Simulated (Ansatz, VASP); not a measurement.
**Two plane-wave programs on Ru2Rh**

```xyz
3
Lattice="0.0000 2.9211 2.9211 2.9211 0.0000 2.9211 2.9211 2.9211 0.0000" Properties=species:S:1:pos:R:3 pbc="T T T"
Ru    1.4605    1.4605    1.4605
Ru    4.3816    4.3816    4.3816
Rh    0.0000    0.0000    0.0000
```

Change from the starting cell: species swapped into the In2Pt type (Fm-3m, No. 225).

Alike in both runs: functional PBE; k mesh 14 × 14 × 14; occupations gaussian, width 0.1 eV; collinear spin.

Ansatz relaxed the structure, and its values are those at the end. VASP's run is a single point on that final structure, the one shown.

|  | VASP | Ansatz |
| --- | --- | --- |
| version | VASP 6.6.1 | Ansatz 0.2.0 |
| potentials or method | VASP PAW PBE potentials, release 64 (Ru_pv, Rh_pv), cutoff 520 eV | scalar-relativistic, plane waves, PAW |
| valence electrons in the cell | 43 | 49 |

```tsv
	VASP	Ansatz	Ansatz less VASP
gap on the k mesh at the Fermi level (eV)	none	none	-
pressure (GPa)	0.0	0.0	+0.03
net moment per atom (μB)	0.30	0.31	+0.003
size of the moment on the site where the two differ most (μB)	0.28	0.26	-0.014
```

Site moments also hang on the region over which each program counts them. A gap of «none» marks a metal or a gap that the smearing closes. The functional is the same, so the differences come from potentials, cutoffs and numerics. VASP's potentials hold 43 valence electrons a cell and Ansatz's 49, so a difference there can come from the potentials and not from the codes.
